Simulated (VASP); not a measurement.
# Ba16H (a cell with a defect) in VASP: single point with PBEsol

Aim: the single point of Ba16H (a cell with a defect) with PBEsol.

All numbers are computed with VASP 6.6.1; they aren't measurements. Logs are shortened: lines on timing, memory, paths and dates and some standing lists are left out, and cuts for length are marked.

**1. The cell of the first run**

The cell holds a defect, 17 atoms: a = 10.040 Å, b = 10.040 Å, c = 10.040 Å, α = 90.00°, β = 90.00°, γ = 90.00°.

**2. Single point, PBEsol**

The input, INCAR:

```
SYSTEM = Ba16H
PREC     = Accurate       ! precision mode
ENCUT    = 520            ! plane-wave cutoff, eV
EDIFF    = 1E-6           ! SCF threshold, eV
ISMEAR   = -1             ! smearing method
SIGMA    = 0.05           ! smearing width, eV
LREAL    = Auto         
LASPH    = .True.         ! aspherical terms in the spheres
NELM     = 100            ! most SCF steps
ALGO     = Normal         ! electronic algorithm
ISIF     = 2              ! what is computed and relaxed
LWAVE    = .False.        ! write WAVECAR
LCHARG   = .False.        ! write CHGCAR
GGA      = PS             ! functional
NBANDS   = 94             ! bands
```

The input, KPOINTS:

```
regular mesh
0
Gamma
  2 2 2
  0 0 0
```

The input, POSCAR:

```
Ba16H
1.0
   10.0400000000      0.0000000000      0.0000000000
    0.0000000000     10.0400000000      0.0000000000
    0.0000000000      0.0000000000     10.0400000000
Ba H
16 1
Direct
   -0.0108031511      0.0152499212      0.0000877284
    0.5105344754      0.0152675812      0.0000876568
    0.0251176975      0.4944537227      0.0001121266
   -0.0102369446     -0.0082270729      0.5000452268
    0.2498498109      0.2348760900      0.2606214822
    0.4744473861      0.4944965034      0.0001146822
    0.5099959595     -0.0081915913      0.5000438415
    0.7498980272      0.2582095666      0.2603738234
    0.0103632281      0.5060465635      0.5000706281
    0.2498265852      0.7550877908      0.2240301771
    0.2498499492      0.2348690398      0.7395249529
    0.4893629721      0.5060429364      0.5000746873
    0.7498490725      0.7440550242      0.2396071864
    0.7498988256      0.2581850897      0.7397506820
    0.2498232618      0.7550478782      0.7762267903
    0.7498452881      0.7440554037      0.7605419901
    0.2498038565      0.6244045529      0.0001237380
```

Potentials or basis: VASP PAW PBE potentials, release 64 (Ba_sv, H).

The run is started by

```sh
cat potpaw_PBE.64/Ba_sv/POTCAR potpaw_PBE.64/H/POTCAR > POTCAR
mpirun -np 1 vasp_std > vasp.out
```

OUTCAR:

```text
SYSTEM = Ba16H
   PREC = Accurate
   ENCUT = 520
   EDIFF = 1E-6
   ISMEAR = -1
   LREAL = Auto
   LASPH = .True.
   NELM = 100
   ISIF = 2
   GGA = PS

 ion  position               nearest neighbor table
   1  0.989  0.015  0.000-   8 4.31   5 4.31  14 4.31  11 4.31  15 4.33  10 4.33  13 4.36  16 4.36

   2  0.511  0.015  0.000-   5 4.31   8 4.31  11 4.31  14 4.31  15 4.33  10 4.33  13 4.36  16 4.36

   3  0.025  0.494  0.000-  17 2.61  15 4.12  10 4.12   5 4.33  11 4.33  13 4.44  16 4.44   8 4.48
                            14 4.48   6 4.51
   4  0.990  0.992  0.500-   5 4.31  11 4.31   8 4.33  14 4.33  13 4.34  16 4.34  10 4.49  15 4.49

   5  0.250  0.235  0.261-   1 4.31   2 4.31   4 4.31   7 4.31   6 4.33   3 4.33   9 4.36  12 4.36

   6  0.474  0.494  0.000-  17 2.61  15 4.12  10 4.12   5 4.33  11 4.33  13 4.44  16 4.44   8 4.48
                            14 4.48   3 4.51
   7  0.510  0.992  0.500-   5 4.31  11 4.31   8 4.33  14 4.33  13 4.34  16 4.34  10 4.49  15 4.49

   8  0.750  0.258  0.260-   1 4.31   2 4.31   7 4.33   4 4.33   9 4.34  12 4.34   3 4.48   6 4.48

   9  0.010  0.506  0.500-   8 4.34  14 4.34   5 4.36  11 4.36  13 4.40  16 4.40  10 4.44  15 4.44

  10  0.250  0.755  0.224-  17 2.60   6 4.12   3 4.12   1 4.33   2 4.33   9 4.44  12 4.44   4 4.49
                             7 4.49  15 4.50
  11  0.250  0.235  0.740-   1 4.31   2 4.31   4 4.31   7 4.31   6 4.33   3 4.33   9 4.36  12 4.36

  12  0.489  0.506  0.500-   8 4.34  14 4.34   5 4.36  11 4.36  16 4.40  13 4.40  10 4.44  15 4.44

  13  0.750  0.744  0.240-   7 4.34   4 4.34   2 4.36   1 4.36  12 4.40   9 4.40   3 4.44   6 4.44

  14  0.750  0.258  0.740-   1 4.31   2 4.31   4 4.33   7 4.33   9 4.34  12 4.34   3 4.48   6 4.48

  15  0.250  0.755  0.776-  17 2.60   6 4.12   3 4.12   1 4.33   2 4.33   9 4.44  12 4.44   4 4.49
                             7 4.49  10 4.50
  16  0.750  0.744  0.761-   7 4.34   4 4.34   2 4.36   1 4.36  12 4.40   9 4.40   3 4.44   6 4.44

  17  0.250  0.624  0.000-  15 2.60  10 2.60   6 2.61   3 2.61

  LATTYP: Found a simple cubic cell.
 ALAT       =    10.0400000000

  Lattice vectors:

 A1 = (  10.0400000000,   0.0000000000,   0.0000000000)
 A2 = (   0.0000000000,  10.0400000000,   0.0000000000)
 A3 = (   0.0000000000,   0.0000000000,  10.0400000000)

Analysis of symmetry for initial positions (statically):
=====================================================================
 Subroutine PRICEL returns:
 Original cell was already a primitive cell.

 Routine SETGRP: Setting up the symmetry group for a
 simple cubic supercell.

 Subroutine GETGRP returns: Found  1 space group operations
 (whereof  1 operations were pure point group operations)
 out of a pool of 48 trial point group operations.

The static configuration has the point symmetry C_1 .

Analysis of symmetry for dynamics (positions and initial velocities):
=====================================================================
 Subroutine PRICEL returns:
 Original cell was already a primitive cell.

 Routine SETGRP: Setting up the symmetry group for a
 simple cubic supercell.

 Subroutine GETGRP returns: Found  1 space group operations
 (whereof  1 operations were pure point group operations)
 out of a pool of 48 trial point group operations.

The dynamic configuration has the point symmetry C_1 .

 Subroutine INISYM returns: Found  1 space group operations
 (whereof  1 operations are pure point group operations),
 and found     1 'primitive' translations

----------------------------------------------------------------------------------------

                                     Primitive cell

  volume of cell :    1012.0481

  direct lattice vectors                    reciprocal lattice vectors
    10.040000000  0.000000000  0.000000000     0.099601594  0.000000000  0.000000000
     0.000000000 10.040000000  0.000000000     0.000000000  0.099601594  0.000000000
     0.000000000  0.000000000 10.040000000     0.000000000  0.000000000  0.099601594

  length of vectors
    10.040000000 10.040000000 10.040000000     0.099601594  0.099601594  0.099601594

  position of ions in fractional coordinates (direct lattice)
     0.989196849  0.015249921  0.000087728
     0.510534475  0.015267581  0.000087657
     0.025117698  0.494453723  0.000112127
     0.989763055  0.991772927  0.500045227
     0.249849811  0.234876090  0.260621482
     0.474447386  0.494496503  0.000114682
[... 9 lines left out ...]
     0.749845288  0.744055404  0.760541990
     0.249803857  0.624404553  0.000123738

  ion indices of the primitive-cell ions
   primitive index   ion index
                 1           1
                 2           2
                 3           3
                 4           4
                 5           5
                 6           6
[... 9 lines left out ...]
                16          16
                17          17

----------------------------------------------------------------------------------------

 KPOINTS: regular mesh

Automatic generation of k-mesh.
 Grid dimensions read from file:
 generate k-points for:    2    2    2

 Generating k-lattice:

  Cartesian coordinates                     Fractional coordinates (reciprocal lattice)
     0.049800797  0.000000000  0.000000000     0.500000000  0.000000000  0.000000000
     0.000000000  0.049800797  0.000000000     0.000000000  0.500000000  0.000000000
     0.000000000  0.000000000  0.049800797     0.000000000  0.000000000  0.500000000

  Length of vectors
     0.049800797  0.049800797  0.049800797

  Shift w.r.t. Gamma in fractional coordinates (k-lattice)
     0.000000000  0.000000000  0.000000000

 Subroutine IBZKPT returns following result:
 ===========================================

 Found      8 irreducible k-points:

 Following reciprocal coordinates:
            Coordinates               Weight
  0.000000  0.000000  0.000000      1.000000
  0.500000  0.000000  0.000000      1.000000
  0.000000  0.500000  0.000000      1.000000
  0.000000  0.000000  0.500000      1.000000
  0.500000  0.500000  0.000000      1.000000
  0.000000  0.500000  0.500000      1.000000
  0.500000  0.000000  0.500000      1.000000
  0.500000  0.500000  0.500000      1.000000
   k-points           NKPTS =      8   k-points in BZ     NKDIM =      8   number of bands    NBANDS=     94
   number of dos      NEDOS =    301   number of ions     NIONS =     17
   total plane-waves  NPLWV = 512000
   dimension x,y,z NGX =    80 NGY =   80 NGZ =   80
   dimension x,y,z NGXF=   160 NGYF=  160 NGZF=  160
   ions per type =              16   1
   NGX,Y,Z   is equivalent  to a cutoff of  13.25, 13.25, 13.25 a.u.
   NGXF,Y,Z  is equivalent  to a cutoff of  26.49, 26.49, 26.49 a.u.
 SYSTEM =  Ba16H
   PREC   = accura    normal or accurate (medium, high low for compatibility)
   ISTART =      0    job   : 0-new  1-cont  2-samecut
   ICHARG =      2    charge: 1-file 2-atom 10-const
   ISPIN  =      1    spin polarized calculation?
   LNONCOLLINEAR =      F non collinear calculations
   LSORBIT =      F    spin-orbit coupling
   LASPH  =      T    aspherical Exc in radial PAW
   ENCUT  =  520.0 eV  38.22 Ry    6.18 a.u.  18.67 18.67 18.67*2*pi/ulx,y,z
   NELM   =    100;   NELMIN=  2; NELMDL= -5     # of ELM steps
   EDIFF  = 0.1E-05   stopping-criterion for ELM
   LREAL  =      T    real-space projection
   EDIFFG = 0.1E-04   stopping-criterion for IOM
   NSW    =      0    number of steps for IOM
   IBRION =     -1    ionic relax: 0-MD 1-quasi-New 2-CG
   NFREE  =      0    steps in history (QN), initial steepest desc. (CG)
   ISIF   =      2    stress and relaxation
   ISYM   =      2    0-nonsym 1-usesym 2-fastsym
   POTIM  = 0.5000    time-step for ionic-motion
   TEBEG  =    0.0;   TEEND  =   0.0 temperature during run
   PSTRESS=    0.0 pullay stress
   NELECT =     161.0000    total number of electrons
   NUPDOWN=      -1.0000    fix difference up-down
   EMIN   =  10.00;   EMAX   =-10.00  energy-range for DOS
   EFERMI =   0.00;   METHOD = LEGACY
   ISMEAR =    -1;   SIGMA  =   0.05  broadening in eV -4-tet -1-fermi 0-gaus
   EFERMI_NEDOS =   21; number of points for ismear=-14 and -15
   IALGO  =     38    algorithm
   IMIX   =      4    mixing-type and parameters
     AMIX     =   0.40;   BMIX     =  1.00
     AMIX_MAG =   1.60;   BMIX_MAG =  1.00
  volume/ion in A,a.u.               =      59.53       401.74
  Fermi-wavevector in a.u.,A,eV,Ry     =   0.887053  1.676288 10.705930  0.786864
  Thomas-Fermi vector in A             =   2.008301
   LORBIT       =      0    0 simple, 1 ext, 2 COOP (PROOUT), +10 PAW based schemes
   GGA     = PS    functional components
   LHFCALC =     F    Hartree Fock is set to
   AEXX    =    0.0000 exact exchange contribution
   IVDW    =     0    specifies the selected vdW correction
   LEPSILON=     F    determine dielectric tensor
   LRPA    =     F    only Hartree local field effects (RPA)
 non-spin polarized calculation
  energy-cutoff  :      520.00
  volume of cell :     1012.05
 maximum number of plane-waves:     27278
 NGX is ok and might be reduce to    80
   NGX = 37   NGY = 37   NGZ = 37

 number of electron     160.9999996 magnetization

 Free energy of the ion-electron system (eV)
  ---------------------------------------------------
  ext. energy  EPLUGINS =         0.00000000
  ---------------------------------------------------
  free energy    TOTEN  =       -38.25937955 eV

  energy without entropy =      -38.15635830  energy(sigma->0) =      -38.20786892

 E-fermi :   1.5823     XC(G=0):  -7.5049

 val. band max:        1.5788801916   @ k =   0.5000   0.0000   0.0000
 cond. band min:       1.6595895632   @ k =   0.5000   0.5000   0.5000
 fundamental gap:      0.0807093716
 Fermi energy:         1.5822842675

 k-point     1 :       0.0000    0.0000    0.0000
  band No.  band energies     occupation
      1     -27.3564      2.00000
      2     -27.3313      2.00000
      3     -27.3307      2.00000
      4     -27.3300      2.00000
      5     -27.3293      2.00000
      6     -27.3271      2.00000
[... 749 lines left out ...]
     91       2.0053      0.00042
     92       2.0139      0.00036
 [bands above 92 left out]

------------------------ aborting loop because EDIFF is reached ----------------------------------------

  FORCE on cell =-STRESS in cart. coord.  units (eV):
  Direction    XX          YY          ZZ          XY          YZ          ZX
  --------------------------------------------------------------------------------------
  -------------------------------------------------------------------------------------
  Total       -4.0616054     -2.7486611     -4.0183482     -0.0010685     -0.0011557     -0.0000150
  in kB       -6.4299437     -4.3514164     -6.3614631     -0.0016916     -0.0018296     -0.0000238
  external PRESSURE =      -5.7142744 kB  Pullay stress =       0.0000000 kB

 VOLUME and BASIS-vectors are now :
 -----------------------------------------------------------------------------
  energy-cutoff  :      520.00
  volume of cell :     1012.05
      direct lattice vectors                 reciprocal lattice vectors
    10.040000000  0.000000000  0.000000000     0.099601594  0.000000000  0.000000000
     0.000000000 10.040000000  0.000000000     0.000000000  0.099601594  0.000000000
     0.000000000  0.000000000 10.040000000     0.000000000  0.000000000  0.099601594

 POSITION                                       TOTAL-FORCE (eV/Angst)
 -----------------------------------------------------------------------------------
      9.93154      0.15311      0.00088         0.008579     -0.001741     -0.000178
      5.12577      0.15329      0.00088        -0.009031     -0.002023     -0.000141
      0.25218      4.96432      0.00113        -0.067448      0.017838      0.000026
      9.93722      9.95740      5.02045         0.035858     -0.020046      0.000394
      2.50849      2.35816      2.61664         0.000067      0.001177     -0.008618
      4.76345      4.96474      0.00115         0.069702      0.016229     -0.000241
[... 9 lines left out ...]
      7.52845      7.47032      7.63584        -0.000085     -0.016194     -0.005301
      2.50803      6.26902      0.00124        -0.000304     -0.002054      0.000076
 -----------------------------------------------------------------------------------
    total drift:                               -0.002826      0.002254      0.001747

  FREE ENERGIE OF THE ION-ELECTRON SYSTEM (eV)
  ---------------------------------------------------
  free  energy   TOTEN  =       -38.2593795460 eV

  energy  without entropy=      -38.1563583038  energy(sigma->0) =      -38.20786892
```

Run time: 13 min. Hardware: 1 thread of Intel Xeon Platinum 8488C (Sapphire Rapids), shared host; peak memory 1.2 GiB.

What came out:

```yaml
Free_energy: -38.2594 eV
Pressure: -0.6 GPa
Largest_force: 0.081 eV/Å
Band_gap_on_the_k_mesh: zero (an odd number of electrons rules out a gap without spin polarisation)
```

Forces in eV/Å, atoms in the order of the input:
```
Ba   0.009 -0.002  0.000
Ba  -0.009 -0.002  0.000
Ba  -0.067  0.018  0.000
Ba   0.036 -0.020  0.000
Ba   0.000  0.001 -0.009
Ba   0.070  0.016  0.000
Ba  -0.037 -0.020  0.000
Ba   0.000  0.018 -0.034
Ba  -0.006  0.016  0.000
Ba   0.000 -0.013  0.079
Ba   0.000  0.001  0.009
Ba   0.005  0.015  0.000
Ba   0.000 -0.016  0.006
Ba  -0.001  0.018  0.035
Ba   0.000 -0.013 -0.080
Ba   0.000 -0.016 -0.005
H    0.000 -0.002  0.000
```

Levels at points of the mesh, in eV from the Fermi level:
```csv
k point,band 78,band 79,band 80,band 81,band 82,band 83,band 84,band 85
"(0.00, 0.00, 0.00)",-0.65,-0.56,-0.25,0.37,0.38,0.38,0.42,0.45
"(0.50, 0.00, 0.00)",-0.36,-0.32,-0.32,-0.26,-0.23,0.00,0.38,0.43
"(0.00, 0.50, 0.00)",-0.35,-0.35,-0.32,-0.30,-0.27,0.09,0.42,0.43
"(0.00, 0.00, 0.50)",-0.36,-0.32,-0.32,-0.26,-0.23,-0.01,0.38,0.43
"(0.50, 0.50, 0.00)",-0.31,-0.30,-0.27,-0.07,0.12,0.13,0.18,0.25
"(0.00, 0.50, 0.50)",-0.31,-0.30,-0.27,-0.07,0.12,0.13,0.18,0.25
"(0.50, 0.00, 0.50)",-0.27,-0.27,-0.27,-0.22,0.11,0.13,0.14,0.14
"(0.50, 0.50, 0.50)",0.13,0.19,0.19,0.19,0.22,0.24,0.24,0.25
```

Caveat: the PAW data sets were made with another functional, which shifts forces and pressure a little; spin-orbit coupling is left out, which moves the levels of the heavy elements.

The gap in the log of VASP goes by the Fermi energy; the results here count the filled bands.